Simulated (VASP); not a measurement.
# Mg (P6_3/mmc) in VASP: a series of runs, part 2 of 2

VASP 6.6.1.

### Step 3. Single point, BLYP (volume scaled by 1.04)

INCAR reads:

```
AGGAC = 1.0
AGGAX = 1.0
ALDAC = 0.0
ALDAX = 1.0
ALGO = Normal
EDIFF = 1E-6
ENCUT = 520
GGA = B5
ISIF = 2
ISMEAR = -1
LASPH = True
LCHARG = False
LREAL = False
LWAVE = False
NBANDS = 9
NELM = 100
PREC = Accurate
SIGMA = 0.1
```

KPOINTS reads:

```
k-points
0
Gamma
  18 18 10
```

POSCAR reads:

```
Mg
1.0
    3.2585780749      0.0000000000      0.0000000000
   -1.6292890374      2.8220113931      0.0000000000
    0.0000000000      0.0000000000      5.2978616405
Mg
2
Direct
    0.3333333333      0.6666666667      0.2500000000
    0.6666666667      0.3333333333      0.7500000000
```

Potentials or basis: VASP PAW PBE potentials, release 64 (Mg).

Run with:

```bash
cat potpaw_PBE.64/Mg/POTCAR > POTCAR
mpirun -np 1 vasp_std > vasp.out
```

OUTCAR:

```text
EDIFF = 1E-6
   ENCUT = 520
   GGA = B5
   ISIF = 2
   ISMEAR = -1
   LASPH = True
   LREAL = False
   NELM = 100
   PREC = Accurate

 ion  position               nearest neighbor table
   1  0.333  0.667  0.250-   2 3.25   2 3.25   2 3.25   2 3.25   2 3.25   2 3.25
   2  0.667  0.333  0.750-   1 3.25   1 3.25   1 3.25   1 3.25   1 3.25   1 3.25

  LATTYP: Found a hexagonal cell.
 ALAT       =     3.2585780749
 C/A-ratio  =     1.6258200720

  Lattice vectors:

 A1 = (   3.2585780749,   0.0000000000,   0.0000000000)
 A2 = (  -1.6292890374,   2.8220113931,   0.0000000000)
 A3 = (   0.0000000000,   0.0000000000,   5.2978616405)

Analysis of symmetry for initial positions (statically):
=====================================================================
 Subroutine PRICEL returns:
 Original cell was already a primitive cell.

 Routine SETGRP: Setting up the symmetry group for a
 hexagonal supercell.

 Subroutine GETGRP returns: Found 24 space group operations
 (whereof 12 operations were pure point group operations)
 out of a pool of 24 trial point group operations.

The static configuration has the point symmetry D_3d.
 The point group associated with its full space group is D_6h.

Analysis of symmetry for dynamics (positions and initial velocities):
=====================================================================
 Subroutine PRICEL returns:
 Original cell was already a primitive cell.

 Routine SETGRP: Setting up the symmetry group for a
 hexagonal supercell.

 Subroutine GETGRP returns: Found 24 space group operations
 (whereof 12 operations were pure point group operations)
 out of a pool of 24 trial point group operations.

The dynamic configuration has the point symmetry D_3d.
 The point group associated with its full space group is D_6h.

 Subroutine INISYM returns: Found 24 space group operations
 (whereof 12 operations are pure point group operations),
 and found     1 'primitive' translations

[... 114 lines left out ...]
     AMIX_MAG =   1.60;   BMIX_MAG =  1.00
  volume/ion in A,a.u.               =      24.36       164.38
  Fermi-wavevector in a.u.,A,eV,Ry     =   0.711539  1.344615  6.888472  0.506288
  Thomas-Fermi vector in A             =   1.798678
   LORBIT       =      0    0 simple, 1 ext, 2 COOP (PROOUT), +10 PAW based schemes
   GGA     = B5    functional components
   LHFCALC =     F    Hartree Fock is set to
   AEXX    =    0.0000 exact exchange contribution
   IVDW    =     0    specifies the selected vdW correction
   LEPSILON=     F    determine dielectric tensor
   LRPA    =     F    only Hartree local field effects (RPA)
 non-spin polarized calculation
  energy-cutoff  :      520.00
  volume of cell :       48.72
 maximum number of plane-waves:      1338
   NGX = 13   NGY = 13   NGZ = 19

 number of electron       4.0000000 magnetization

 Free energy of the ion-electron system (eV)
  ---------------------------------------------------
  ext. energy  EPLUGINS =         0.00000000
  ---------------------------------------------------
  free energy    TOTEN  =        -1.49954113 eV

  energy without entropy =       -1.47007494  energy(sigma->0) =       -1.48480804

 E-fermi :   2.7771     XC(G=0):  -7.8631

 val. band max:        2.7676824301   @ k =   0.4444   0.1111   0.4000
 cond. band min:       2.7895023079   @ k =   0.3333   0.2778   0.4000
 fundamental gap:      0.0218198778
 Fermi energy:         2.7770672959

 k-point     1 :       0.0000    0.0000    0.0000
  band No.  band energies     occupation
      1      -3.8983      2.00000
      2       1.2605      2.00000
      3       1.4384      2.00000
      4      13.2553      0.00000
      5      13.2553      0.00000
      6      13.3819      0.00000
      7      13.3819      0.00000
      8      14.2807      0.00000
      9      15.5581      0.00000
[... 265 lines left out ...]
 k-point    24 :       0.3889    0.1111    0.0000
  band No.  band energies     occupation
      1      -0.0593      2.00000
      2       1.9350      1.99956
      3       4.8285      0.00000
      4       5.2192      0.00000
      5       6.6138      0.00000
      6       6.8415      0.00000
      7       7.8653      0.00000
      8      11.7268      0.00000
      9      12.1754      0.00000

 [... further k-points ...]
[... 5 lines left out ...]
  --------------------------------------------------------------------------------------
  -------------------------------------------------------------------------------------
  Total       -0.3308614     -0.3308614     -0.3388893     -0.0000000     -0.0000000      0.0000000
  in kB      -10.8810088    -10.8810088    -11.1450221     -0.0000000     -0.0000000      0.0000000
  external PRESSURE =     -10.9690133 kB  Pullay stress =       0.0000000 kB

 VOLUME and BASIS-vectors are now :
 -----------------------------------------------------------------------------
  energy-cutoff  :      520.00
  volume of cell :       48.72
      direct lattice vectors                 reciprocal lattice vectors
     3.258578075  0.000000000  0.000000000     0.306882320  0.177178590  0.000000000
    -1.629289037  2.822011393  0.000000000     0.000000000  0.354357180  0.000000000
     0.000000000  0.000000000  5.297861640     0.000000000  0.000000000  0.188755401

 POSITION                                       TOTAL-FORCE (eV/Angst)
 -----------------------------------------------------------------------------------
     -0.00000      1.88134      1.32447        -0.000000      0.000000      0.000000
      1.62929      0.94067      3.97340         0.000000      0.000000      0.000000
 -----------------------------------------------------------------------------------
    total drift:                               -0.000000      0.000000     -0.000000

  FREE ENERGIE OF THE ION-ELECTRON SYSTEM (eV)
  ---------------------------------------------------
  free  energy   TOTEN  =        -1.4995411346 eV

  energy  without entropy=       -1.4700749388  energy(sigma->0) =       -1.48480804
```

OSZICAR:

```text
N       E                     dE             d eps       ncg     rms          rms(c)
DAV:   1     0.112814736673E+01    0.11281E+01   -0.12529E+03  3996   0.308E+02
DAV:   2    -0.143301264439E+01   -0.25612E+01   -0.24848E+01  5377   0.260E+01
DAV:   3    -0.147878972243E+01   -0.45777E-01   -0.45146E-01  5242   0.277E+00
DAV:   4    -0.147895058720E+01   -0.16086E-03   -0.16084E-03  5123   0.159E-01
DAV:   5    -0.147895124723E+01   -0.66004E-06   -0.66011E-06  5076   0.102E-02    0.768E-01
DAV:   6    -0.148898107857E+01   -0.10030E-01   -0.46582E-03  4617   0.374E-01    0.510E-01
DAV:   7    -0.149939762563E+01   -0.10417E-01   -0.20969E-02  4392   0.830E-01    0.490E-02
DAV:   8    -0.149953257572E+01   -0.13495E-03   -0.26942E-04  4877   0.996E-02    0.954E-03
DAV:   9    -0.149954044978E+01   -0.78741E-05   -0.80199E-06  5018   0.175E-02    0.437E-03
DAV:  10    -0.149954113457E+01   -0.68479E-06   -0.23287E-06  4828   0.925E-03
   1 F= -.14995411E+01 E0= -.14848080E+01  d E =-.294662E-01
```

stdout:

```text
POSCAR found type information on POSCAR Mg
 POSCAR found :  1 types and       2 ions
 scaLAPACK will be used
 -----------------------------------------------------------------------------
|                                                                             |
|                                                                             |
|     You enforced a specific xc type in the INCAR file but a different       |
|     I HOPE YOU KNOW WHAT YOU ARE DOING!                                     |
|                                                                             |
 -----------------------------------------------------------------------------

 LDA part: xc-table for (Slater(with rela. corr.)+VWN5), standard interpolation
 POSCAR, INCAR and KPOINTS ok, starting setup
 FFT: planning ... GRIDC
 FFT: planning ... GRID_SOFT
 FFT: planning ... GRID
 WAVECAR not read
 entering main loop
```

Run time: 33 s. Hardware: 1 thread of Intel Xeon Platinum 8375C at 2.90GHz (Ice Lake), shared host; peak memory 0.23 GiB.

Results:

* Free energy: -1.4995 eV
* Pressure: -1.1 GPa
* Band gap on the k mesh: zero (band 2 reaches 3.83 eV, above the bottom of band 3 at 1.44 eV)

Levels at points of the mesh, in eV from the Fermi level:
```
           k point  band 1  band 2  band 3  band 4  band 5  band 6
(0.00, 0.00, 0.00)   -6.68   -1.52   -1.34   10.48   10.48   10.60
(0.50, 0.00, 0.00)   -2.13   -1.97    2.57    3.06    3.12    3.42
(0.00, 0.00, 0.50)   -5.34   -5.34    4.82    4.82   11.30   11.30
(0.50, 0.00, 0.50)   -1.01   -1.01   -0.48   -0.48    7.67    7.67
```

Caveat: the PAW data sets were made with another functional, which shifts forces and pressure a little.

### Step 4. Single point, BLYP (volume scaled by 1.08)

INCAR reads:

```
SYSTEM = Mg
  PREC = Accurate
  ENCUT = 520
  EDIFF = 1E-7
  ISMEAR = -1
  SIGMA = 0.1
  LREAL = .FALSE.
  LASPH = .TRUE.
  NELM = 100
  ALGO = Normal
  ISIF = 2
  LWAVE = .FALSE.
  LCHARG = .TRUE.
  GGA = B5
  ALDAX = 1.0
  AGGAX = 1.0
  AGGAC = 1.0
  ALDAC = 0.0
  LELF = .TRUE.
  LVHAR = .TRUE.
  NBANDS = 9
```

KPOINTS reads:

```
Automatic mesh
0
G
  18 18 10
  0 0 0
```

POSCAR reads:

```
Mg
1.0
    3.2998302779      0.0000000000      0.0000000000
   -1.6499151389      2.8577368489      0.0000000000
    0.0000000000      0.0000000000      5.3649303002
Mg
2
Direct
    0.3333333333      0.6666666667      0.2500000000
    0.6666666667      0.3333333333      0.7500000000
```

Run with:

```bash
cat potpaw_PBE.64/Mg/POTCAR > POTCAR
mpirun -np 1 vasp_std > vasp.out
```

Run time: 73 s. Hardware: 1 thread of Intel Xeon Platinum 8375C at 2.90GHz (Ice Lake), shared host; peak memory 0.24 GiB.

The run converged. Its results:

| Quantity | Value |
| --- | --- |
| Free energy | -1.4813 eV |
| Pressure | -2.0 GPa |
| Band gap on the k mesh | zero (band 2 reaches 3.63 eV, above the bottom of band 3 at 1.25 eV) |

Levels at points of the mesh, in eV from the Fermi level:
```csv
k point,band 1,band 2,band 3,band 4,band 5,band 6
"(0.00, 0.00, 0.00)",-6.52,-1.45,-1.35,10.19,10.19,10.39
"(0.50, 0.00, 0.00)",-2.10,-1.91,2.52,2.95,3.11,3.31
"(0.00, 0.00, 0.50)",-5.22,-5.22,4.71,4.71,11.07,11.07
"(0.50, 0.00, 0.50)",-0.98,-0.98,-0.49,-0.49,7.46,7.46
```

Caveat: the PAW data sets were made with another functional, which shifts forces and pressure a little.

### Step 5. Single point, BLYP (volume scaled by 1.12)

INCAR reads:

```
SYSTEM = Mg
PREC = Accurate
ENCUT = 520
EDIFF = 1E-7
ISMEAR = -1
SIGMA = 0.1
LREAL = .False.
LASPH = .True.
NELM = 100
ALGO = Normal
ISIF = 2
LWAVE = .False.
LCHARG = .False.
GGA = B5
ALDAX = 1.0
AGGAX = 1.0
AGGAC = 1.0
ALDAC = 0.0
NBANDS = 9
```

KPOINTS reads:

```
regular mesh
0
Gamma
  18 18 10
  0 0 0
```

POSCAR reads:

```
Mg
1.0
    3.3400760770      0.0000000000      0.0000000000
   -1.6700380385      2.8925907333      0.0000000000
    0.0000000000      0.0000000000      5.4303627281
Mg
2
Direct
    0.3333333333      0.6666666667      0.2500000000
    0.6666666667      0.3333333333      0.7500000000
```

Run with:

```bash
cat potpaw_PBE.64/Mg/POTCAR > POTCAR
mpirun -np 1 vasp_std > vasp.out
```

Wall time 70 s (1 thread of Intel Xeon Platinum 8375C at 2.90GHz (Ice Lake), shared host); peak memory 0.24 GiB.

It converged, with:

```
Free energy            : -1.4537 eV
Pressure               : -2.7 GPa
Band gap on the k mesh : zero (band 2 reaches 3.44 eV, above the bottom of band 3 at 1.07 eV)
```

Levels at points of the mesh, in eV from the Fermi level:
| k point | band 1 | band 2 | band 3 | band 4 | band 5 | band 6 | band 7 |
| --- | --- | --- | --- | --- | --- | --- | --- |
| (0.00, 0.00, 0.00) | -6.38 | -1.39 | -1.35 | 9.91 | 9.91 | 10.19 | 10.19 |
| (0.50, 0.00, 0.00) | -2.08 | -1.85 | 2.47 | 2.86 | 3.09 | 3.19 | 6.17 |
| (0.00, 0.00, 0.50) | -5.10 | -5.10 | 4.60 | 4.60 | 10.85 | 10.85 | 10.85 |
| (0.50, 0.00, 0.50) | -0.95 | -0.95 | -0.50 | -0.50 | 7.27 | 7.27 | 7.63 |

Caveat: the PAW data sets were made with another functional, which shifts forces and pressure a little.

### Step 6. Overview

```csv
cell,gap on the mesh (eV),pressure (GPa)
"a = 3.216, b = 3.216, c = 5.229 Å, angles 90.0, 90.0, 120.0°, 2 atoms",none,0.0
"a = 3.259, b = 3.259, c = 5.298 Å, angles 90.0, 90.0, 120.0°, 2 atoms",none,-1.1
"a = 3.300, b = 3.300, c = 5.365 Å, angles 90.0, 90.0, 120.0°, 2 atoms",none,-2.0
"a = 3.340, b = 3.340, c = 5.430 Å, angles 90.0, 90.0, 120.0°, 2 atoms",none,-2.7
```

Alike in all rows: task single point; level BLYP; potentials or basis VASP PAW PBE potentials, release 64 (Mg); no spin polarisation; k mesh 18 × 18 × 10; cutoff (eV) 520; smearing fermi-dirac 0.1 eV.

Caveats: the PAW data sets were made with another functional, which shifts forces and pressure a little.

Total energies depend on the potentials used, so only differences within one code and one set of settings carry meaning.
